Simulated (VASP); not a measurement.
Runs of VASP 6.6.1 on TaN. The structure is that of space group P4/mmm (No. 123), or close to it. The cells are those of the table. 

| potentials or basis | U | cell | cutoff (eV) | second run | gap on the mesh (eV) | pressure (GPa) |
| --- | --- | --- | --- | --- | --- | --- |
| VASP PAW LDA potentials, release 64 (Ta_pv, N) | Ta d U = 5.0 eV | a = 4.153, b = 4.153, c = 3.056 Å, 4 atoms | 520 | - | none | 7.9 |
| VASP PAW LDA potentials, release 64 (Ta_sv_GW, N) | Ta d U = 4.0 eV | a = 4.148, b = 4.148, c = 3.024 Å, 4 atoms | 600 | valence_matched | none | 7.1 |
| VASP PAW LDA potentials, release 64 (Ta_pv, N) | Ta d U = 8.0 eV | a = 4.198, b = 4.198, c = 3.308 Å, 4 atoms | 520 | - | none | (b) |
| VASP PAW LDA potentials, release 64 (Ta_sv_GW, N) | Ta d U = 1.0 eV | a = 4.138, b = 4.138, c = 2.988 Å, 4 atoms | 600 | valence_matched | none | (a) |
| VASP PAW LDA potentials, release 64 (Ta_sv_GW, N) | Ta d U = 3.0 eV | a = 4.145, b = 4.145, c = 3.002 Å, 4 atoms | 600 | valence_matched | none | 5.9 |

Alike in all rows: task single point; level LDA+U; no spin polarisation; k mesh 8 × 8 × 6; smearing fermi-dirac 0.05 eV.

Question: Fill in the values left out.

Answer: (a) 2.6; (b) 1.4.

Caveats: spin-orbit coupling is left out, which moves the levels of the heavy elements; U without spin polarisation on a metal has little footing.

A k mesh can miss the band edges, and the runs leave out spin-orbit coupling on Ta.

A gap of «none» marks levels without a gap at the run's occupations.

The runs don't all hold the same shells in valence.
